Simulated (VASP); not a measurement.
# BN (ke600) (F-43m) in VASP: notebook

BN (ke600) is run at these levels: LDA; tasks: relaxation of cell and atoms.

Everything below comes from runs of VASP 6.6.1. Logs are shortened: lines on timing, memory, paths and dates and some standing lists are left out, and cuts for length are marked.

## Step 1: The cell of the first run

Symmetry: F-43m, No. 216, cubic system. Conventional cell: a = 3.626 Å, b = 3.626 Å, c = 3.626 Å, α = 90.00°, β = 90.00°, γ = 90.00°. B (site symmetry -43m) has 4 N at 1.57 Å within 2.1 Å. Within 2.1 Å of N (site symmetry -43m) lie 4 B at 1.57 Å.

## Step 2: Relaxation of cell and atoms, LDA

INCAR

```
SYSTEM = BN
ALGO     = Normal         ! electronic algorithm
EDIFF    = 1E-7           ! SCF threshold, eV
EDIFFG   = -0.05          ! ionic threshold
ENCUT    = 600            ! plane-wave cutoff, eV
GGA      = CA             ! functional
IBRION   = 2              ! ionic algorithm
ISIF     = 3              ! what is computed and relaxed
ISMEAR   = 0              ! smearing method
LASPH    = .True.         ! aspherical terms in the spheres
LCHARG   = .False.        ! write CHGCAR
LREAL    = .False.        ! projectors in reciprocal space
LWAVE    = .False.        ! write WAVECAR
NELM     = 100            ! most SCF steps
NSW      = 100            ! ionic steps
PREC     = Accurate       ! precision mode
SIGMA    = 0.1            ! smearing width, eV
```

KPOINTS

```
k-points
0
Gamma
  10 10 10
  0 0 0
```

POSCAR

```
BN
1.0
    0.0000000000      1.8130010000      1.8130010000
    1.8130010000      0.0000000000      1.8130010000
    1.8130010000      1.8130010000      0.0000000000
B N
1 1
Direct
    0.0000000000      0.0000000000      0.0000000000
    0.2500000000      0.2500000000      0.2500000000
```

Potentials or basis: VASP PAW LDA potentials, release 64 (B, N).

Started as:

```bash
$ cat potpaw_LDA.64/B/POTCAR potpaw_LDA.64/N/POTCAR > POTCAR
$ mpirun -np 1 vasp_std > vasp.out
```

OUTCAR:

```text
SYSTEM = BN
   EDIFF = 1E-7
   EDIFFG = -0.05
   ENCUT = 600
   GGA = CA
   IBRION = 2
   ISIF = 3
   ISMEAR = 0
   LASPH = .True.
   LREAL = .False.
   NELM = 100
   NSW = 100
   PREC = Accurate

 ion  position               nearest neighbor table
   1  0.000  0.000  0.000-   2 1.57   2 1.57   2 1.57   2 1.57
   2  0.250  0.250  0.250-   1 1.57   1 1.57   1 1.57   1 1.57

  LATTYP: Found a face centered cubic cell.
 ALAT       =     3.6260020000

  Lattice vectors:

 A1 = (   0.0000000000,   1.8130010000,   1.8130010000)
 A2 = (   1.8130010000,   0.0000000000,   1.8130010000)
 A3 = (   1.8130010000,   1.8130010000,   0.0000000000)

Analysis of symmetry for initial positions (statically):
=====================================================================
 Subroutine PRICEL returns:
 Original cell was already a primitive cell.

 Routine SETGRP: Setting up the symmetry group for a
 face centered cubic supercell.

 Subroutine GETGRP returns: Found 24 space group operations
 (whereof 24 operations were pure point group operations)
 out of a pool of 48 trial point group operations.

The static configuration has the point symmetry T_d .

Analysis of symmetry for dynamics (positions and initial velocities):
=====================================================================
 Subroutine PRICEL returns:
 Original cell was already a primitive cell.

 Routine SETGRP: Setting up the symmetry group for a
 face centered cubic supercell.

 Subroutine GETGRP returns: Found 24 space group operations
 (whereof 24 operations were pure point group operations)
 out of a pool of 48 trial point group operations.

The dynamic configuration has the point symmetry T_d .

 Subroutine INISYM returns: Found 24 space group operations
 (whereof 24 operations are pure point group operations),
 and found     1 'primitive' translations

----------------------------------------------------------------------------------------

                                     Primitive cell

  volume of cell :      11.9186

  direct lattice vectors                    reciprocal lattice vectors
     0.000000000  1.813001000  1.813001000    -0.275785838  0.275785838  0.275785838
     1.813001000  0.000000000  1.813001000     0.275785838 -0.275785838  0.275785838
     1.813001000  1.813001000  0.000000000     0.275785838  0.275785838 -0.275785838

  length of vectors
     2.563970603  2.563970603  2.563970603     0.477675083  0.477675083  0.477675083

  position of ions in fractional coordinates (direct lattice)
     0.000000000  0.000000000  0.000000000
     0.250000000  0.250000000  0.250000000

  ion indices of the primitive-cell ions
   primitive index   ion index
                 1           1
                 2           2

----------------------------------------------------------------------------------------

 KPOINTS: k-points

Automatic generation of k-mesh.
 Grid dimensions read from file:
 generate k-points for:   10   10   10

 Generating k-lattice:

  Cartesian coordinates                     Fractional coordinates (reciprocal lattice)
    -0.027578584  0.027578584  0.027578584     0.100000000  0.000000000  0.000000000
     0.027578584 -0.027578584  0.027578584     0.000000000  0.100000000  0.000000000
     0.027578584  0.027578584 -0.027578584     0.000000000  0.000000000  0.100000000

  Length of vectors
     0.047767508  0.047767508  0.047767508

  Shift w.r.t. Gamma in fractional coordinates (k-lattice)
     0.000000000  0.000000000  0.000000000

 Subroutine IBZKPT returns following result:
 ===========================================

 Found     47 irreducible k-points:

 Following reciprocal coordinates:
            Coordinates               Weight
  0.000000  0.000000  0.000000      1.000000
  0.100000  0.000000  0.000000      8.000000
  0.200000  0.000000  0.000000      8.000000
  0.300000  0.000000  0.000000      8.000000
  0.400000  0.000000  0.000000      8.000000
  0.500000  0.000000  0.000000      4.000000
[... 16 lines left out ...]
  0.300000  0.300000  0.000000      6.000000
  0.400000  0.300000  0.000000     24.000000
 [... further k-points ...]
   k-points           NKPTS =     47   k-points in BZ     NKDIM =     47   number of bands    NBANDS=      8
   number of dos      NEDOS =    301   number of ions     NIONS =      2
   total plane-waves  NPLWV =   8000
   dimension x,y,z NGX =    20 NGY =   20 NGZ =   20
   dimension x,y,z NGXF=    40 NGYF=   40 NGZF=   40
   ions per type =               1   1
   NGX,Y,Z   is equivalent  to a cutoff of  12.97, 12.97, 12.97 a.u.
   NGXF,Y,Z  is equivalent  to a cutoff of  25.94, 25.94, 25.94 a.u.
 SYSTEM =  BN
   PREC   = accura    normal or accurate (medium, high low for compatibility)
   ISTART =      0    job   : 0-new  1-cont  2-samecut
   ICHARG =      2    charge: 1-file 2-atom 10-const
   ISPIN  =      1    spin polarized calculation?
   LNONCOLLINEAR =      F non collinear calculations
   LSORBIT =      F    spin-orbit coupling
   LASPH  =      T    aspherical Exc in radial PAW
   ENCUT  =  600.0 eV  44.10 Ry    6.64 a.u.   5.12  5.12  5.12*2*pi/ulx,y,z
   NELM   =    100;   NELMIN=  2; NELMDL= -5     # of ELM steps
   EDIFF  = 0.1E-06   stopping-criterion for ELM
   LREAL  =      F    real-space projection
   EDIFFG = -.5E-01   stopping-criterion for IOM
   NSW    =    100    number of steps for IOM
   IBRION =      2    ionic relax: 0-MD 1-quasi-New 2-CG
   NFREE  =      1    steps in history (QN), initial steepest desc. (CG)
   ISIF   =      3    stress and relaxation
   ISYM   =      2    0-nonsym 1-usesym 2-fastsym
   POTIM  = 0.5000    time-step for ionic-motion
   TEBEG  =    0.0;   TEEND  =   0.0 temperature during run
   PSTRESS=    0.0 pullay stress
   NELECT =       8.0000    total number of electrons
   NUPDOWN=      -1.0000    fix difference up-down
   EMIN   =  10.00;   EMAX   =-10.00  energy-range for DOS
   EFERMI =   0.00;   METHOD = LEGACY
   ISMEAR =     0;   SIGMA  =   0.10  broadening in eV -4-tet -1-fermi 0-gaus
   EFERMI_NEDOS =   21; number of points for ismear=-14 and -15
   IALGO  =     38    algorithm
   IMIX   =      4    mixing-type and parameters
     AMIX     =   0.40;   BMIX     =  1.00
     AMIX_MAG =   1.60;   BMIX_MAG =  1.00
  volume/ion in A,a.u.               =       5.96        40.22
  Fermi-wavevector in a.u.,A,eV,Ry     =   1.433387  2.708709 27.954506  2.054598
  Thomas-Fermi vector in A             =   2.552911
   LORBIT       =      0    0 simple, 1 ext, 2 COOP (PROOUT), +10 PAW based schemes
   GGA     = CA    functional components
   LHFCALC =     F    Hartree Fock is set to
   AEXX    =    0.0000 exact exchange contribution
   IVDW    =     0    specifies the selected vdW correction
   LEPSILON=     F    determine dielectric tensor
   LRPA    =     F    only Hartree local field effects (RPA)
 conjugate gradient relaxation of ions
 non-spin polarized calculation
 Gauss-broadening in eV      SIGMA  =   0.10
  energy-cutoff  :      600.00
  volume of cell :       11.92
 maximum number of plane-waves:       411
   NGX = 11   NGY = 11   NGZ = 11

--------------------------------------- Ionic step        1  -------------------------------------------

 number of electron       8.0000000 magnetization

 Free energy of the ion-electron system (eV)
  ---------------------------------------------------
  ext. energy  EPLUGINS =         0.00000000
  ---------------------------------------------------
  free energy    TOTEN  =       -19.39912978 eV

  energy without entropy =      -19.39912978  energy(sigma->0) =      -19.39912978

------------------------ aborting loop because EDIFF is reached ----------------------------------------

  FORCE on cell =-STRESS in cart. coord.  units (eV):
  Direction    XX          YY          ZZ          XY          YZ          ZX
  --------------------------------------------------------------------------------------
  -------------------------------------------------------------------------------------
  Total       -1.0118017     -1.0118017     -1.0118017     -0.0000000      0.0000000     -0.0000000
  in kB     -136.0134531   -136.0134531   -136.0134531     -0.0000000      0.0000000     -0.0000000
  external PRESSURE =    -136.0134531 kB  Pullay stress =       0.0000000 kB
[... 57 lines left out ...]
  energy  without entropy=      -19.3963940000  energy(sigma->0) =      -19.39639400

--------------------------------------- Ionic step        3  -------------------------------------------

 number of electron       7.9999999 magnetization

 Free energy of the ion-electron system (eV)
  ---------------------------------------------------
  ext. energy  EPLUGINS =         0.00000000
  ---------------------------------------------------
  free energy    TOTEN  =       -19.41760894 eV

  energy without entropy =      -19.41760894  energy(sigma->0) =      -19.41760894

 E-fermi :   8.1485     XC(G=0): -13.2340

 val. band max:        7.7268038404   @ k =   0.0000   0.0000   0.0000
 cond. band min:      12.1022338210   @ k =   0.5000   0.5000   0.0000
 fundamental gap:      4.3754299806
 Fermi energy:         8.1485457727

 k-point     1 :       0.0000    0.0000    0.0000
  band No.  band energies     occupation
      1     -12.6487      2.00000
      2       7.7268      2.00000
      3       7.7268      2.00000
      4       7.7268      2.00000
      5      16.5367      0.00000
      6      16.5367      0.00000
      7      16.5367      0.00000
      8      18.6058      0.00000
[... 243 lines left out ...]
 k-point    24 :       0.4000    0.3000    0.0000
  band No.  band energies     occupation
      1      -8.7505      2.00000
      2       0.9074      2.00000
      3       3.0828      2.00000
      4       3.5212      2.00000
      5      13.7937      0.00000
      6      18.4372      0.00000
      7      23.4005      0.00000
      8      23.4451      0.00000

 [... further k-points ...]

------------------------ aborting loop because EDIFF is reached ----------------------------------------

  FORCE on cell =-STRESS in cart. coord.  units (eV):
  Direction    XX          YY          ZZ          XY          YZ          ZX
  --------------------------------------------------------------------------------------
  -------------------------------------------------------------------------------------
  Total       -0.0073451     -0.0073451     -0.0073451      0.0000000      0.0000000     -0.0000000
  in kB       -1.0234864     -1.0234864     -1.0234864      0.0000000      0.0000000     -0.0000000
  external PRESSURE =      -1.0234864 kB  Pullay stress =       0.0000000 kB
[... 17 lines left out ...]
  FREE ENERGIE OF THE ION-ELECTRON SYSTEM (eV)
  ---------------------------------------------------
  free  energy   TOTEN  =       -19.4176089414 eV

  energy  without entropy=      -19.4176089414  energy(sigma->0) =      -19.41760894

 reached required accuracy - stopping structural energy minimisation
```

It took 6.5 s on 1 thread of Intel Xeon Platinum 8488C (Sapphire Rapids), shared host; peak memory 0.11 GiB.

What came out:

- Free energy: -19.4176 eV
- Relaxed volume: 5.75 Å³/atom
- Relaxed cell: a = 2.533 Å, b = 2.533 Å, c = 2.533 Å, α = 60.00°, β = 60.00°, γ = 60.00°
- Space group after relaxing (to 0.05 Å): F-43m (No. 216)
- Energy gained by relaxing: 9.2 meV/atom
- Ionic steps: 3
- Pressure after relaxing: -0.1 GPa
- Band gap on the k mesh: 4.38 eV, indirect (least direct gap 8.81 eV)

The path:
```tsv
step	energy change (eV)	largest force (eV/Å)	pressure (GPa)	volume (Å³)
1	0.0000	0.0000	-13.60	11.92
2	0.0027	0.0000	16.35	11.07
3	-0.0185	0.0000	-0.10	11.50
```

Final structure:
```
B N
1.0
     0.00000    1.79143    1.79143
     1.79143    0.00000    1.79143
     1.79143    1.79143    0.00000
B N
1 1
Direct
  0.00000 0.00000 0.00000
  0.25000 0.25000 0.25000
```

## Step 3: Relaxation of cell and atoms, LDA

This run uses another cell than the first one, of 5.73 Å³/atom, 0.962 times its volume.

INCAR

```
  PREC = Accurate
  ENCUT = 600
  EDIFF = 1E-6
  ISMEAR = 0
  SIGMA = 0.02
  LREAL = False
  LASPH = True
  NELM = 100
  ALGO = Normal
  ISIF = 3
  LWAVE = False
  LCHARG = False
  IBRION = 2
  NSW = 100
  EDIFFG = -0.002
```

KPOINTS

```
regular mesh
0
Gamma
  12 12 12
```

POSCAR

```
BN
1.0
    0.0000000000      1.7894738744      1.7894738744
    1.7894738744      0.0000000000      1.7894738744
    1.7894738744      1.7894738744      0.0000000000
B N
1 1
Direct
    0.0000000000      0.0000000000      0.0000000000
    0.2500000000      0.2500000000      0.2500000000
```

Potentials or basis: VASP PAW LDA potentials, release 64 (B, N).

Started as:

```bash
$ cat potpaw_LDA.64/B/POTCAR potpaw_LDA.64/N/POTCAR > POTCAR
$ mpirun -np 1 vasp_std > vasp.out
```

OUTCAR:

```text
PREC = Accurate
   ENCUT = 600
   EDIFF = 1E-6
   ISMEAR = 0
   LREAL = False
   LASPH = True
   NELM = 100
   ISIF = 3
   IBRION = 2
   NSW = 100
   EDIFFG = -0.002

 ion  position               nearest neighbor table
   1  0.000  0.000  0.000-   2 1.55   2 1.55   2 1.55   2 1.55
   2  0.250  0.250  0.250-   1 1.55   1 1.55   1 1.55   1 1.55

  LATTYP: Found a face centered cubic cell.
 ALAT       =     3.5789477488

  Lattice vectors:

 A1 = (   0.0000000000,   1.7894738744,   1.7894738744)
 A2 = (   1.7894738744,   0.0000000000,   1.7894738744)
 A3 = (   1.7894738744,   1.7894738744,   0.0000000000)

Analysis of symmetry for initial positions (statically):
=====================================================================
 Subroutine PRICEL returns:
 Original cell was already a primitive cell.

 Routine SETGRP: Setting up the symmetry group for a
 face centered cubic supercell.

 Subroutine GETGRP returns: Found 24 space group operations
 (whereof 24 operations were pure point group operations)
 out of a pool of 48 trial point group operations.

The static configuration has the point symmetry T_d .

Analysis of symmetry for dynamics (positions and initial velocities):
=====================================================================
[... 169 lines left out ...]
  external PRESSURE =      13.0856844 kB  Pullay stress =       0.0000000 kB
[... 59 lines left out ...]
--------------------------------------- Ionic step        3  -------------------------------------------

 number of electron       7.9999999 magnetization

 Free energy of the ion-electron system (eV)
  ---------------------------------------------------
  ext. energy  EPLUGINS =         0.00000000
  ---------------------------------------------------
  free energy    TOTEN  =       -19.41631615 eV

  energy without entropy =      -19.41631615  energy(sigma->0) =      -19.41631615

 E-fermi :   7.8749     XC(G=0): -13.2346

 val. band max:        7.7287493869   @ k =   0.0000   0.0000   0.0000
 cond. band min:      12.1039400153   @ k =   0.5000   0.5000   0.0000
 fundamental gap:      4.3751906284
 Fermi energy:         7.8748834884

 k-point     1 :       0.0000    0.0000    0.0000
  band No.  band energies     occupation
      1     -12.6485      2.00000
      2       7.7287      2.00000
      3       7.7287      2.00000
      4       7.7287      2.00000
      5      16.5390      0.00000
      6      16.5390      0.00000
      7      16.5390      0.00000
      8      18.6095      0.00000
[... 243 lines left out ...]
 k-point    24 :      -0.4167    0.1667    0.0000
  band No.  band energies     occupation
      1      -7.8629      2.00000
      2      -2.5205      2.00000
      3       3.5228      2.00000
      4       5.0789      2.00000
      5      17.0490      0.00000
      6      20.0276      0.00000
      7      20.2488      0.00000
      8      23.5992      0.00000

 [... further k-points ...]

------------------------ aborting loop because EDIFF is reached ----------------------------------------

  FORCE on cell =-STRESS in cart. coord.  units (eV):
  Direction    XX          YY          ZZ          XY          YZ          ZX
  --------------------------------------------------------------------------------------
  -------------------------------------------------------------------------------------
  Total        0.0005010      0.0005010      0.0005010      0.0000000      0.0000000      0.0000000
  in kB        0.0698248      0.0698248      0.0698248      0.0000000      0.0000000      0.0000000
  external PRESSURE =       0.0698248 kB  Pullay stress =       0.0000000 kB
[... 17 lines left out ...]
  FREE ENERGIE OF THE ION-ELECTRON SYSTEM (eV)
  ---------------------------------------------------
  free  energy   TOTEN  =       -19.4163161476 eV

  energy  without entropy=      -19.4163161476  energy(sigma->0) =      -19.41631615

 reached required accuracy - stopping structural energy minimisation
```

OSZICAR:

```text
N       E                     dE             d eps       ncg     rms          rms(c)
DAV:   1     0.927129430357E+01    0.92713E+01   -0.56780E+03  1152   0.110E+03
DAV:   2    -0.204642304549E+02   -0.29736E+02   -0.28587E+02  1576   0.169E+02
DAV:   3    -0.206027264769E+02   -0.13850E+00   -0.13850E+00  1328   0.149E+01
DAV:   4    -0.206028283675E+02   -0.10189E-03   -0.10189E-03  1616   0.399E-01
[... 16 lines left out ...]
DAV:   1    -0.194165417450E+02   -0.41238E-03   -0.72241E-03  1296   0.938E-01    0.107E-01
DAV:   2    -0.194163311800E+02    0.21056E-03   -0.98459E-04  1160   0.238E-01    0.277E-02
DAV:   3    -0.194163200856E+02    0.11094E-04   -0.21669E-05  1400   0.500E-02    0.116E-02
DAV:   4    -0.194163162044E+02    0.38812E-05   -0.48380E-06  1312   0.187E-02    0.346E-03
DAV:   5    -0.194163161476E+02    0.56847E-07   -0.12833E-07   584   0.301E-03
   3 F= -.19416316E+02 E0= -.19416316E+02  d E =-.143943E-03
```

CONTCAR:

```text
BN
   1.00000000000000
     0.0000000000000000    1.7913531695334737    1.7913531695334737
     1.7913531695334737   -0.0000000000000000    1.7913531695334737
     1.7913531695334737    1.7913531695334737    0.0000000000000000
  B               N
     1     1
Direct
     0.0000000000000000    0.0000000000000000    0.0000000000000000
     0.2500000000000000    0.2500000000000000    0.2500000000000000

  0.00000000E+00  0.00000000E+00  0.00000000E+00
  0.00000000E+00  0.00000000E+00  0.00000000E+00
```

It took 7.2 s on 1 thread of Intel Xeon Platinum 8488C (Sapphire Rapids), shared host; peak memory 0.12 GiB.

What came out:

| Quantity | Value |
| --- | --- |
| Free energy | -19.4163 eV |
| Relaxed volume | 5.75 Å³/atom |
| Relaxed cell | a = 2.533 Å, b = 2.533 Å, c = 2.533 Å, α = 60.00°, β = 60.00°, γ = 60.00° |
| Space group after relaxing (to 0.05 Å) | F-43m (No. 216) |
| Energy gained by relaxing | 0.1 meV/atom |
| Ionic steps | 3 |
| Pressure after relaxing | 0.0 GPa |
| Band gap on the k mesh | 4.38 eV, indirect (least direct gap 8.81 eV) |

Step by step:
```tsv
step	energy change (eV)	largest force (eV/Å)	pressure (GPa)	volume (Å³)
1	0.0000	0.0000	1.31	11.46
2	0.0000	0.0000	-1.45	11.54
3	-0.0001	0.0000	0.01	11.50
```

Final structure:
```
CELL_PARAMETERS angstrom
0.00000 1.79135 1.79135
1.79135 0.00000 1.79135
1.79135 1.79135 0.00000
ATOMIC_POSITIONS crystal
B 0.00000 0.00000 0.00000
N 0.25000 0.25000 0.25000
```
